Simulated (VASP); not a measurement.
A run of VASP 6.6.1 is set up as follows.

Contents of INCAR:

```
SYSTEM = Br
PREC = Accurate
ENCUT = 520
EDIFF = 1E-6
ISMEAR = 0
SIGMA = 0.005
LREAL = .FALSE.
LASPH = .TRUE.
NELM = 100
ALGO = Normal
ISIF = 2
LWAVE = .FALSE.
LCHARG = .FALSE.
GGA = PE
IVDW = 12
NBANDS = 14
ISYM = 0
```

KPOINTS

```
regular mesh
0
G
  1 1 1
  0 0 0
```

Contents of POSCAR:

```
Br
1.0
   14.0000000000      0.0000000000      0.0000000000
    0.0000000000     14.5000000000      0.0000000000
    0.0000000000      0.0000000000     15.0000000000
Br
2
Direct
    0.5823375646      0.4995129067      0.5005652778
    0.4176624354      0.5004870933      0.4994347222
```

Potentials or basis: VASP PAW PBE potentials, release 64 (Br).

The run is started by

```sh
$ cat potpaw_PBE.64/Br/POTCAR > POTCAR
$ mpirun -np 1 vasp_gam > vasp.out
```

What does it give for the largest force?

0.010 eV/Å.

What does it give for the dispersion energy per atom?

-0.018 eV.

Forces in eV/Å, atoms in the order of the input:
```
Br   0.010  0.000  0.000
Br  -0.010  0.000  0.000
```
